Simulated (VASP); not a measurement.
A run of VASP 6.6.1:

File POSCAR:

```
C
1.0
    0.0000000000      1.7801241425      1.7979253840
    1.7801241425      0.0000000000      1.7979253840
    1.7801241425      1.7801241425      0.0000000000
C
2
Direct
    0.0000000000      0.0000000000      0.0000000000
    0.2500000000      0.2500000000      0.2500000000
```

Contents of INCAR.step1:

```
ALGO = Normal
EDIFF = 1E-5
ENCUT = 910
GGA = PE
GGA_COMPAT = F
ISMEAR = 0
LASPH = T
LCHARG = F
LREAL = F
LWAVE = T
NBANDS = 11
NELM = 120
PREC = Accurate
SIGMA = 0.01
```

File INCAR.step2:

```
ALGO = Normal
EDIFF = 1E-6
ENCUT = 910
GGA_COMPAT = F
ISIF = 2
ISMEAR = 0
ISTART = 1
LASPH = T
LCHARG = T
LELF = T
LMIXTAU = T
LREAL = F
LVHAR = T
LWAVE = F
METAGGA = R2SCAN
NBANDS = 11
NELM = 120
PREC = Accurate
SIGMA = 0.01
```

The input KPOINTS:

```
k-points
0
Gamma
  12 12 12
```

Potentials or basis: VASP PAW PBE potentials, release 64 (C_h).

Launch:

```bash
$ cat potpaw_PBE.64/C_h/POTCAR > POTCAR
$ cp INCAR.step1 INCAR
$ mpirun -np 1 vasp_std > vasp.out
$ cp INCAR.step2 INCAR
$ mpirun -np 1 vasp_std > vasp.out
```

Hardware: 1 thread of Intel(R) Xeon(R) 6975P-C (Granite Rapids), with other jobs on the host.

**Question.** How long does it take, and how much memory?

**Answer.** Run time: 91 s on 1 thread of Intel(R) Xeon(R) 6975P-C (Granite Rapids) (shared host), peak memory 0.17 GiB. Counts: k points 163.
